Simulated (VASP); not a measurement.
# C (P6_3/mmc) in VASP: notebook

The runs below take C through single point, with PBEsol+D3(BJ).

All numbers are computed with VASP 6.6.1; they aren't measurements. Logs are shortened: lines on timing, memory, paths and dates and some standing lists are left out, and cuts for length are marked.

## Step 1: The cell of the first run

It takes space group P6_3/mmc (No. 194, hexagonal). The conventional cell has a = 2.605 Å, b = 2.605 Å, c = 6.562 Å, α = 90.00°, β = 90.00°, γ = 120.00°. C (site symmetry -6m2) has 3 C at 1.50 Å within 2.0 Å. C (site symmetry -6m2) has 3 C at 1.50 Å within 2.0 Å.

## Step 2: Single point, PBEsol+D3(BJ) (9.64 Å³/atom)

Input file INCAR:

```
SYSTEM = C
PREC = Accurate ; ENCUT = 520
EDIFF = 1E-6 ; ISMEAR = 0
SIGMA = 0.15 ; LREAL = .False.
LASPH = .True. ; NELM = 60
ALGO = Normal ; ISIF = 2
LWAVE = .False. ; LCHARG = .False.
GGA = PS ; IVDW = 12
NBANDS = 16
```

Input file KPOINTS:

```
regular mesh
0
Gamma
  21 21 8
  0 0 0
```

Input file POSCAR:

```
C
1.0
    2.6047722482      0.0000000000      0.0000000000
   -1.3023861241      2.2557989380      0.0000000000
    0.0000000000      0.0000000000      6.5624632022
C
4
Direct
    0.0000000000      0.0000000000      0.0025000000
    0.0000000000      0.0000000000      0.5025000000
    0.3333333333      0.6666666667      0.0025000000
    0.6666666667      0.3333333333      0.5025000000
```

Potentials or basis: VASP PAW PBE potentials, release 64 (C).

Run with:

```
cat potpaw_PBE.64/C/POTCAR > POTCAR
mpirun -np 1 vasp_std > vasp.out
```

OUTCAR:

```text
SYSTEM = C
   PREC = Accurate
   ENCUT = 520
   EDIFF = 1E-6
   ISMEAR = 0
   LREAL = .False.
   LASPH = .True.
   NELM = 60
   ISIF = 2
   GGA = PS
   IVDW = 12
 IVDW          = 12

 ion  position               nearest neighbor table
   1  0.000  0.000  0.002-   3 1.50   3 1.50   3 1.50
   2  0.000  0.000  0.502-   4 1.50   4 1.50   4 1.50
   3  0.333  0.667  0.002-   1 1.50   1 1.50   1 1.50
   4  0.667  0.333  0.502-   2 1.50   2 1.50   2 1.50

  LATTYP: Found a hexagonal cell.
 ALAT       =     2.6047722482
 C/A-ratio  =     2.5194000000

  Lattice vectors:

 A1 = (   2.6047722482,   0.0000000000,   0.0000000000)
 A2 = (  -1.3023861241,   2.2557989380,   0.0000000000)
 A3 = (   0.0000000000,   0.0000000000,   6.5624632022)

Analysis of symmetry for initial positions (statically):
=====================================================================
 Subroutine PRICEL returns:
 Original cell was already a primitive cell.

 Routine SETGRP: Setting up the symmetry group for a
 hexagonal supercell.

 Subroutine GETGRP returns: Found 24 space group operations
 (whereof  6 operations were pure point group operations)
 out of a pool of 24 trial point group operations.

The static configuration has the point symmetry C_3v.
 The point group associated with its full space group is D_6h.

Analysis of symmetry for dynamics (positions and initial velocities):
=====================================================================
 Subroutine PRICEL returns:
 Original cell was already a primitive cell.

 Routine SETGRP: Setting up the symmetry group for a
 hexagonal supercell.

 Subroutine GETGRP returns: Found 24 space group operations
 (whereof  6 operations were pure point group operations)
 out of a pool of 24 trial point group operations.

The dynamic configuration has the point symmetry C_3v.
 The point group associated with its full space group is D_6h.

 Subroutine INISYM returns: Found 24 space group operations
 (whereof  6 operations are pure point group operations),
 and found     1 'primitive' translations

----------------------------------------------------------------------------------------

                                     Primitive cell

  volume of cell :      38.5600

  direct lattice vectors                    reciprocal lattice vectors
     2.604772248  0.000000000  0.000000000     0.383910724  0.221650960  0.000000000
    -1.302386124  2.255798938  0.000000000     0.000000000  0.443301920  0.000000000
     0.000000000  0.000000000  6.562463202     0.000000000  0.000000000  0.152381807

[... 92 lines left out ...]
   NFREE  =      0    steps in history (QN), initial steepest desc. (CG)
   ISIF   =      2    stress and relaxation
   ISYM   =      2    0-nonsym 1-usesym 2-fastsym
   POTIM  = 0.5000    time-step for ionic-motion
   TEBEG  =    0.0;   TEEND  =   0.0 temperature during run
   PSTRESS=    0.0 pullay stress
   NELECT =      16.0000    total number of electrons
   NUPDOWN=      -1.0000    fix difference up-down
   EMIN   =  10.00;   EMAX   =-10.00  energy-range for DOS
   EFERMI =   0.00;   METHOD = LEGACY
   ISMEAR =     0;   SIGMA  =   0.15  broadening in eV -4-tet -1-fermi 0-gaus
   EFERMI_NEDOS =   21; number of points for ismear=-14 and -15
   IALGO  =     38    algorithm
   IMIX   =      4    mixing-type and parameters
     AMIX     =   0.40;   BMIX     =  1.00
     AMIX_MAG =   1.60;   BMIX_MAG =  1.00
  volume/ion in A,a.u.               =       9.64        65.05
  Fermi-wavevector in a.u.,A,eV,Ry     =   1.221057  2.307463 20.286006  1.490979
  Thomas-Fermi vector in A             =   2.356252
   LORBIT       =      0    0 simple, 1 ext, 2 COOP (PROOUT), +10 PAW based schemes
   GGA     = PS    functional components
   LHFCALC =     F    Hartree Fock is set to
   AEXX    =    0.0000 exact exchange contribution
   IVDW    =    12    specifies the selected vdW correction
   LEPSILON=     F    determine dielectric tensor
   LRPA    =     F    only Hartree local field effects (RPA)
 non-spin polarized calculation
 Gauss-broadening in eV      SIGMA  =   0.15
  energy-cutoff  :      520.00
  volume of cell :       38.56
 maximum number of plane-waves:      1062
 NGX is ok and might be reduce to    20
   NGX =  9   NGY =  9   NGZ = 25

 number of electron      16.0000000 magnetization

 Free energy of the ion-electron system (eV)
  ---------------------------------------------------
  ext. energy  EPLUGINS =         0.00000000
  ---------------------------------------------------
  free energy    TOTEN  =       -37.74440259 eV

  energy without entropy =      -37.74353133  energy(sigma->0) =      -37.74396696

 E-fermi :   3.8180     XC(G=0): -10.3607

 val. band max:        3.8108394268   @ k =   0.3333   0.3333   0.5000
 cond. band min:       3.8180624668   @ k =   0.3333   0.3333   0.2500
 fundamental gap:      0.0072230399
 Fermi energy:         3.8180368932

 k-point     1 :       0.0000    0.0000    0.0000
  band No.  band energies     occupation
      1     -14.5391      2.00000
      2     -14.1447      2.00000
      3      -3.8382      2.00000
      4      -1.4675      2.00000
      5       0.8195      2.00000
      6       0.8195      2.00000
[... 433 lines left out ...]
      3      -3.1025      2.00000
      4      -2.9855      2.00000
      5      -2.2375      2.00000
      6      -1.3382      2.00000
[... 8 lines left out ...]
     15      13.9801      0.00000
     16      15.9566      0.00000

 [... further k-points ...]

------------------------ aborting loop because EDIFF is reached ----------------------------------------

 Edisp (eV)   -0.42257

 E8    (eV) :    -0.2054

  FORCE on cell =-STRESS in cart. coord.  units (eV):
  Direction    XX          YY          ZZ          XY          YZ          ZX
  --------------------------------------------------------------------------------------
  -------------------------------------------------------------------------------------
  Total     -14.10086   -14.10086     0.08353     0.00000     0.00000     0.00000
  in kB    -585.89415  -585.89415     3.47067     0.00000     0.00000     0.00000
  external pressure =     -389.44 kB  Pullay stress =        0.00 kB

 VOLUME and BASIS-vectors are now :
 -----------------------------------------------------------------------------
  energy-cutoff  :      520.00
  volume of cell :       38.56
      direct lattice vectors                 reciprocal lattice vectors
     2.604772248  0.000000000  0.000000000     0.383910724  0.221650960  0.000000000
    -1.302386124  2.255798938  0.000000000     0.000000000  0.443301920  0.000000000
     0.000000000  0.000000000  6.562463202     0.000000000  0.000000000  0.152381807

 POSITION                                       TOTAL-FORCE (eV/Angst)
 -----------------------------------------------------------------------------------
      0.00000      0.00000      0.01641         0.000000      0.000000      0.000000
      0.00000      0.00000      3.29764        -0.000000     -0.000000      0.000000
     -0.00000      1.50387      0.01641        -0.000000      0.000000     -0.000000
      1.30239      0.75193      3.29764         0.000000     -0.000000     -0.000000
 -----------------------------------------------------------------------------------
    total drift:                                0.000000      0.000000     -0.000016

  FREE ENERGIE OF THE ION-ELECTRON SYSTEM (eV)
  ---------------------------------------------------
  free  energy   TOTEN  =       -38.1669737341 eV

  energy  without entropy=      -38.1661024783  energy(sigma->0) =      -38.16653811
```

OSZICAR:

```text
N       E                     dE             d eps       ncg     rms          rms(c)
DAV:   1     0.259525611076E+02    0.25953E+02   -0.76709E+03  7696   0.921E+02
DAV:   2    -0.364059014954E+02   -0.62358E+02   -0.56945E+02 10880   0.173E+02
DAV:   3    -0.390234985009E+02   -0.26176E+01   -0.26047E+01  9992   0.329E+01
DAV:   4    -0.390474439930E+02   -0.23945E-01   -0.23917E-01  9800   0.371E+00
DAV:   5    -0.390478669688E+02   -0.42298E-03   -0.42283E-03  9752   0.473E-01    0.721E+00
DAV:   6    -0.380632744456E+02    0.98459E+00   -0.67786E-01  9480   0.489E+00    0.419E+00
DAV:   7    -0.377428816738E+02    0.32039E+00   -0.81606E-01  9824   0.552E+00    0.904E-01
DAV:   8    -0.377444449020E+02   -0.15632E-02   -0.38347E-02  9296   0.112E+00    0.951E-02
DAV:   9    -0.377443215424E+02    0.12336E-03   -0.62261E-04  9984   0.169E-01    0.568E-02
DAV:  10    -0.377444068189E+02   -0.85277E-04   -0.18855E-04  9136   0.851E-02    0.370E-02
DAV:  11    -0.377444024236E+02    0.43952E-05   -0.33495E-05  9920   0.379E-02    0.288E-03
DAV:  12    -0.377444025874E+02   -0.16371E-06   -0.12732E-06  9000   0.704E-03
   1 F= -.38166974E+02 E0= -.38166538E+02  d E =-.871256E-03
```

It took 51 s on 1 thread of Intel Xeon 6975P-C (Granite Rapids), shared host; peak memory 0.22 GiB.

Results:

| Property | Result |
| --- | --- |
| Free energy | -38.1670 eV |
| Pressure | -38.9 GPa |
| Band gap on the k mesh | zero (bands 8 and 9 overlap by 0.05 eV) |
| Dispersion energy per atom | -0.106 eV |

Stress tensor (GPa, compression positive):
```
-58.59   0.00   0.00
  0.00 -58.59   0.00
  0.00   0.00   0.35
```

Caveat: the cell stands under tension; the PAW data sets were made with another functional, which shifts forces and pressure a little.

## Step 3: Single point, PBEsol+D3(BJ) (9.64 Å³/atom)

Input file INCAR:

```
PREC     = Accurate       # precision mode
ENCUT    = 520            # plane-wave cutoff, eV
EDIFF    = 1E-6           # SCF threshold, eV
ISMEAR   = 0              # smearing method
SIGMA    = 0.15           # smearing width, eV
LREAL    = F              # projectors in reciprocal space
LASPH    = T              # aspherical terms in the spheres
NELM     = 60             # most SCF steps
ALGO     = Normal         # electronic algorithm
ISIF     = 2              # what is computed and relaxed
LWAVE    = F              # write WAVECAR
LCHARG   = F              # write CHGCAR
GGA      = PS             # functional
IVDW     = 12             # dispersion correction
NBANDS   = 16             # bands
```

Input file KPOINTS:

```
regular mesh
0
Gamma
  21 21 8
```

Input file POSCAR:

```
C
1.0
    2.5015272674      0.0000000000      0.0000000000
   -1.2507636337      2.1663861618      0.0000000000
    0.0000000000      0.0000000000      7.1153441594
C
4
Direct
    0.0000000000      0.0000000000      0.0025000000
    0.0000000000      0.0000000000      0.5025000000
    0.3333333333      0.6666666667      0.0025000000
    0.6666666667      0.3333333333      0.5025000000
```

Potentials or basis: VASP PAW PBE potentials, release 64 (C).

Run with:

```
cat potpaw_PBE.64/C/POTCAR > POTCAR
mpirun -np 1 vasp_std > vasp.out
```

OUTCAR:

```text
PREC = Accurate
   ENCUT = 520
   EDIFF = 1E-6
   ISMEAR = 0
   LREAL = F
   LASPH = T
   NELM = 60
   ISIF = 2
   GGA = PS
   IVDW = 12
 IVDW          = 12

 ion  position               nearest neighbor table
   1  0.000  0.000  0.002-   3 1.44   3 1.44   3 1.44
   2  0.000  0.000  0.502-   4 1.44   4 1.44   4 1.44
   3  0.333  0.667  0.002-   1 1.44   1 1.44   1 1.44
   4  0.667  0.333  0.502-   2 1.44   2 1.44   2 1.44

  LATTYP: Found a hexagonal cell.
 ALAT       =     2.5015272674
 C/A-ratio  =     2.8444000000

  Lattice vectors:

 A1 = (   2.5015272674,   0.0000000000,   0.0000000000)
 A2 = (  -1.2507636337,   2.1663861618,   0.0000000000)
 A3 = (   0.0000000000,   0.0000000000,   7.1153441594)

Analysis of symmetry for initial positions (statically):
=====================================================================
 Subroutine PRICEL returns:
 Original cell was already a primitive cell.

 Routine SETGRP: Setting up the symmetry group for a
 hexagonal supercell.

 Subroutine GETGRP returns: Found 24 space group operations
 (whereof  6 operations were pure point group operations)
 out of a pool of 24 trial point group operations.

The static configuration has the point symmetry C_3v.
 The point group associated with its full space group is D_6h.

Analysis of symmetry for dynamics (positions and initial velocities):
=====================================================================
 Subroutine PRICEL returns:
 Original cell was already a primitive cell.

 Routine SETGRP: Setting up the symmetry group for a
 hexagonal supercell.

 Subroutine GETGRP returns: Found 24 space group operations
 (whereof  6 operations were pure point group operations)
 out of a pool of 24 trial point group operations.

[... 122 lines left out ...]
   IALGO  =     38    algorithm
   IMIX   =      4    mixing-type and parameters
     AMIX     =   0.40;   BMIX     =  1.00
     AMIX_MAG =   1.60;   BMIX_MAG =  1.00
  volume/ion in A,a.u.               =       9.64        65.05
  Fermi-wavevector in a.u.,A,eV,Ry     =   1.221057  2.307463 20.286006  1.490979
  Thomas-Fermi vector in A             =   2.356252
   LORBIT       =      0    0 simple, 1 ext, 2 COOP (PROOUT), +10 PAW based schemes
   GGA     = PS    functional components
   LHFCALC =     F    Hartree Fock is set to
   AEXX    =    0.0000 exact exchange contribution
   IVDW    =    12    specifies the selected vdW correction
   LEPSILON=     F    determine dielectric tensor
   LRPA    =     F    only Hartree local field effects (RPA)
 non-spin polarized calculation
 Gauss-broadening in eV      SIGMA  =   0.15
  energy-cutoff  :      520.00
  volume of cell :       38.56
 maximum number of plane-waves:      1058
 NGX is ok and might be reduce to    20
   NGX =  9   NGY =  9   NGZ = 27

 number of electron      16.0000000 magnetization

 Free energy of the ion-electron system (eV)
  ---------------------------------------------------
  ext. energy  EPLUGINS =         0.00000000
  ---------------------------------------------------
  free energy    TOTEN  =       -38.50871774 eV

  energy without entropy =      -38.50781477  energy(sigma->0) =      -38.50826626

 E-fermi :   3.8464     XC(G=0): -10.0507

 val. band max:        3.8430487843   @ k =   0.3333   0.3333   0.5000
 cond. band min:       3.8466946610   @ k =   0.3333   0.3333   0.2500
 fundamental gap:      0.0036458767
 Fermi energy:         3.8463518169

 k-point     1 :       0.0000    0.0000    0.0000
  band No.  band energies     occupation
      1     -15.3725      2.00000
      2     -15.1742      2.00000
      3      -4.2178      2.00000
      4      -2.7068      2.00000
      5       0.8436      2.00000
      6       0.8436      2.00000
[... 433 lines left out ...]
      3      -3.2327      2.00000
      4      -3.1822      2.00000
      5      -2.4705      2.00000
      6      -1.5636      2.00000
[... 8 lines left out ...]
     15      15.2137      0.00000
     16      15.3767      0.00000

 [... further k-points ...]

------------------------ aborting loop because EDIFF is reached ----------------------------------------

 Edisp (eV)   -0.41046

 E8    (eV) :    -0.1993

  FORCE on cell =-STRESS in cart. coord.  units (eV):
  Direction    XX          YY          ZZ          XY          YZ          ZX
  --------------------------------------------------------------------------------------
  -------------------------------------------------------------------------------------
  Total      -4.55461    -4.55461    -0.40536     0.00000     0.00000     0.00000
  in kB    -189.24535  -189.24535   -16.84271     0.00000     0.00000     0.00000
  external pressure =     -131.78 kB  Pullay stress =        0.00 kB

 VOLUME and BASIS-vectors are now :
 -----------------------------------------------------------------------------
  energy-cutoff  :      520.00
  volume of cell :       38.56
      direct lattice vectors                 reciprocal lattice vectors
     2.501527267  0.000000000  0.000000000     0.399755786  0.230799111  0.000000000
    -1.250763634  2.166386162  0.000000000     0.000000000  0.461598222  0.000000000
     0.000000000  0.000000000  7.115344159     0.000000000  0.000000000  0.140541340

 POSITION                                       TOTAL-FORCE (eV/Angst)
 -----------------------------------------------------------------------------------
      0.00000      0.00000      0.01779        -0.000000      0.000000      0.000000
      0.00000      0.00000      3.57546         0.000000     -0.000000      0.000000
     -0.00000      1.44426      0.01779        -0.000000      0.000000     -0.000000
      1.25076      0.72213      3.57546         0.000000     -0.000000      0.000000
 -----------------------------------------------------------------------------------
    total drift:                                0.000000      0.000000     -0.000018

  FREE ENERGIE OF THE ION-ELECTRON SYSTEM (eV)
  ---------------------------------------------------
  free  energy   TOTEN  =       -38.9191791788 eV

  energy  without entropy=      -38.9182762049  energy(sigma->0) =      -38.91872769
```

Wall time 56 s (1 thread of Intel Xeon 6975P-C (Granite Rapids), shared host); peak memory 0.24 GiB.

What came out:

```yaml
Free_energy: -38.9192 eV
Pressure: -13.2 GPa
Band_gap_on_the_k_mesh: zero (bands 8 and 9 overlap by 0.02 eV)
Dispersion_energy_per_atom: -0.103 eV
```

Caveat: the cell stands under tension; the PAW data sets were made with another functional, which shifts forces and pressure a little.

## Step 4: Single point, PBEsol+D3(BJ) (9.64 Å³/atom)

Input file INCAR:

```
ALGO = Normal ; EDIFF = 1E-7
ENCUT = 520 ; GGA = PS
ISIF = 2 ; ISMEAR = 0
IVDW = 12 ; LASPH = T
LCHARG = F ; LREAL = F
LWAVE = F ; NBANDS = 16
NELM = 100 ; PREC = Accurate
SIGMA = 0.15
```

Input file KPOINTS:

```
k-points
0
Gamma
  21 21 8
```

Input file POSCAR:

```
C
1.0
    2.7122518469      0.0000000000      0.0000000000
   -1.3561259234      2.3488790009      0.0000000000
    0.0000000000      0.0000000000      6.0526612215
C
4
Direct
    0.0000000000      0.0000000000      0.0025000000
    0.0000000000      0.0000000000      0.5025000000
    0.3333333333      0.6666666667      0.0025000000
    0.6666666667      0.3333333333      0.5025000000
```

Run with:

```
cat potpaw_PBE.64/C/POTCAR > POTCAR
mpirun -np 1 vasp_std > vasp.out
```

Wall time 48 s (1 thread of Intel Xeon 6975P-C (Granite Rapids), shared host); peak memory 0.22 GiB.

It converged, with:

```
Free energy                : -36.6661 eV
Pressure                   : -58.3 GPa
Band gap on the k mesh     : zero (bands 8 and 9 overlap by 0.11 eV)
Dispersion energy per atom : -0.107 eV
```

Stress tensor (GPa, compression positive):
```
-89.76   0.00   0.00
  0.00 -89.76   0.00
  0.00   0.00   4.66
```

Levels at points of the mesh, in eV from the Fermi level:
| k point | band 4 | band 5 | band 6 | band 7 | band 8 | band 9 | band 10 | band 11 | band 12 | band 13 |
| --- | --- | --- | --- | --- | --- | --- | --- | --- | --- | --- |
| (0.00, 0.00, 0.00) | -3.91 | -2.97 | -2.97 | -2.89 | -2.89 | 6.30 | 6.58 | 6.58 | 6.68 | 6.74 |
| (0.00, 0.00, 0.50) | -5.86 | -2.93 | -2.93 | -2.93 | -2.93 | 6.65 | 6.65 | 6.65 | 6.65 | 6.85 |

Caveat: the cell stands under tension; the PAW data sets were made with another functional, which shifts forces and pressure a little.

## Step 5: Summary

| cell | gap on the mesh (eV) | pressure (GPa) |
| --- | --- | --- |
| a = 2.605, b = 2.605, c = 6.562 Å, angles 90.0, 90.0, 120.0°, 4 atoms | none | -38.9 |
| a = 2.502, b = 2.502, c = 7.115 Å, angles 90.0, 90.0, 120.0°, 4 atoms | none | -13.2 |
| a = 2.712, b = 2.712, c = 6.053 Å, angles 90.0, 90.0, 120.0°, 4 atoms | none | -58.3 |

Alike in all rows: task single point; level PBEsol+D3(BJ); potentials or basis VASP PAW PBE potentials, release 64 (C); no spin polarisation; k mesh 21 × 21 × 8; cutoff (eV) 520; smearing gaussian 0.15 eV.

Caveats: the cell stands under tension; the PAW data sets were made with another functional, which shifts forces and pressure a little.

Total energies depend on the potentials used, so only differences within one code and one set of settings carry meaning.
